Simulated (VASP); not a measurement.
# ZrOs in VASP: further runs, part 3 of 3

VASP 6.6.1.

## (5) Electric field gradients, LDA (volume scaled by 0.98)

The input, INCAR:

```
SYSTEM = ZrOs
  PREC = Accurate
  ENCUT = 520
  EDIFF = 1E-8
  ISMEAR = -1
  SIGMA = 0.03
  LREAL = .False.
  LASPH = .True.
  NELM = 80
  ALGO = Normal
  ISIF = 2
  LWAVE = .False.
  LCHARG = .False.
  LEFG = .True.
  NBANDS = 17
```

The input, KPOINTS:

```
regular mesh
0
Gamma
  13 13 13
  0 0 0
```

The input, POSCAR:

```
ZrOs
1.0
    3.2411000113      0.0000000000      0.0000000000
    0.0000000000      3.2411000113      0.0000000000
    0.0000000000      0.0000000000      3.2411000113
Zr Os
1 1
Direct
    0.5000000000      0.5000000000      0.5000000000
    0.0000000000      0.0000000000      0.0000000000
```

Potentials or basis: VASP PAW LDA potentials, release 64 (Zr_sv, Os).

The run is started by

```bash
> cat potpaw_LDA.64/Zr_sv/POTCAR potpaw_LDA.64/Os/POTCAR > POTCAR
> mpirun -np 1 vasp_std > vasp.out
```

OUTCAR:

```text
SYSTEM = ZrOs
   PREC = Accurate
   ENCUT = 520
   EDIFF = 1E-8
   ISMEAR = -1
   LREAL = .False.
   LASPH = .True.
   NELM = 80
   ISIF = 2

 ion  position               nearest neighbor table
   1  0.500  0.500  0.500-   2 2.81   2 2.81   2 2.81   2 2.81   2 2.81   2 2.81   2 2.81   2 2.81

   2  0.000  0.000  0.000-   1 2.81   1 2.81   1 2.81   1 2.81   1 2.81   1 2.81   1 2.81   1 2.81

  LATTYP: Found a simple cubic cell.
 ALAT       =     3.2411000113

  Lattice vectors:

 A1 = (   3.2411000113,   0.0000000000,   0.0000000000)
 A2 = (   0.0000000000,   3.2411000113,   0.0000000000)
 A3 = (   0.0000000000,   0.0000000000,   3.2411000113)

Analysis of symmetry for initial positions (statically):
=====================================================================
 Subroutine PRICEL returns:
 Original cell was already a primitive cell.

 Routine SETGRP: Setting up the symmetry group for a
 simple cubic supercell.

 Subroutine GETGRP returns: Found 48 space group operations
 (whereof 48 operations were pure point group operations)
 out of a pool of 48 trial point group operations.

The static configuration has the point symmetry O_h .

Analysis of symmetry for dynamics (positions and initial velocities):
=====================================================================
 Subroutine PRICEL returns:
 Original cell was already a primitive cell.

 Routine SETGRP: Setting up the symmetry group for a
 simple cubic supercell.

 Subroutine GETGRP returns: Found 48 space group operations
 (whereof 48 operations were pure point group operations)
 out of a pool of 48 trial point group operations.

[... 150 lines left out ...]
 cond. band min:       9.9875145204   @ k =   0.4615   0.4615   0.1538
 fundamental gap:      0.0228265384
 Fermi energy:         9.9830356468

 k-point     1 :       0.0000    0.0000    0.0000
  band No.  band energies     occupation
      1     -38.4875      2.00000
      2     -16.4912      2.00000
      3     -16.4912      2.00000
      4     -16.4912      2.00000
      5       1.9467      2.00000
      6       4.6145      2.00000
[... 457 lines left out ...]
      4     -16.4348      2.00000
      5       4.4552      2.00000
      6       5.4302      2.00000
[... 9 lines left out ...]
     16      15.9379      0.00000
     17      20.7195      0.00000

 [... further k-points ...]
[... 5 lines left out ...]
  --------------------------------------------------------------------------------------
  -------------------------------------------------------------------------------------
  Total       -0.5968753     -0.5968753     -0.5968753      0.0000000     -0.0000000      0.0000000
  in kB      -28.0877454    -28.0877454    -28.0877454      0.0000000     -0.0000000      0.0000000
  external PRESSURE =     -28.0877454 kB  Pullay stress =       0.0000000 kB

 VOLUME and BASIS-vectors are now :
 -----------------------------------------------------------------------------
  energy-cutoff  :      520.00
  volume of cell :       34.05
      direct lattice vectors                 reciprocal lattice vectors
     3.241100011  0.000000000  0.000000000     0.308537224  0.000000000  0.000000000
     0.000000000  3.241100011  0.000000000     0.000000000  0.308537224  0.000000000
     0.000000000  0.000000000  3.241100011     0.000000000  0.000000000  0.308537224

 POSITION                                       TOTAL-FORCE (eV/Angst)
 -----------------------------------------------------------------------------------
      1.62055      1.62055      1.62055         0.000000      0.000000      0.000000
      0.00000      0.00000      0.00000         0.000000      0.000000      0.000000
 -----------------------------------------------------------------------------------
    total drift:                                0.000000     -0.000000     -0.000000

  FREE ENERGIE OF THE ION-ELECTRON SYSTEM (eV)
  ---------------------------------------------------
  free  energy   TOTEN  =       -23.0671696920 eV

  energy  without entropy=      -23.0646582979  energy(sigma->0) =      -23.06591399

 Electric field gradients (V/A^2)
---------------------------------------------------------------------
 ion       V_xx      V_yy      V_zz      V_xy      V_xz      V_yz
---------------------------------------------------------------------
   1      -0.000    -0.000    -0.000    -0.000    -0.000    -0.000
   2      -0.000    -0.000     0.000    -0.000    -0.000    -0.000
---------------------------------------------------------------------

 Electric field gradients after diagonalization (V/A^2)
 (convention: |V_zz| > |V_xx| > |V_yy|)
----------------------------------------------------------------------
 ion       V_xx      V_yy      V_zz     asymmetry (V_yy - V_xx)/ V_zz
----------------------------------------------------------------------
   1      -0.000    -0.000    -0.000      -0.018
   2      -0.000    -0.000     0.000       0.243
----------------------------------------------------------------------

           NMR quadrupolar parameters

 Cq : quadrupolar parameter    Cq=e*Q*V_zz/h
 eta: asymmetry parameters     (V_yy - V_xx)/ V_zz
 Q  : nuclear electric quadrupole moment in mb (millibarn)
----------------------------------------------------------------------
 ion       Cq(MHz)       eta       Q (mb)
----------------------------------------------------------------------
   1      -0.000      -0.018       1.000
   2       0.000       0.243       1.000
----------------------------------------------------------------------
```

stdout:

```text
POSCAR found type information on POSCAR ZrOs
 POSCAR found :  2 types and       2 ions
 scaLAPACK will be used
 LDA part: xc-table for (Slater(with rela. corr.)+CA(PZ))
 , standard interpolation
 POSCAR, INCAR and KPOINTS ok, starting setup
 FFT: planning ... GRIDC
 FFT: planning ... GRID_SOFT
 FFT: planning ... GRID
 WAVECAR not read
 entering main loop
ion   1

ion   2
```

It took 32 s on 1 thread of Intel Xeon Platinum 8375C at 2.90GHz (Ice Lake), shared host; peak memory 0.17 GiB.

Results:

```
Free energy            : -23.0672 eV
Pressure               : -2.8 GPa
Band gap on the k mesh : zero (band 10 reaches 10.29 eV, above the bottom of band 11 at 9.22 eV)
```

Caveat: without QUAD_EFG the Cq values of the log hold for a quadrupole moment of 1 mb, not for the nuclei; spin-orbit coupling is left out, which moves the levels of the heavy elements.
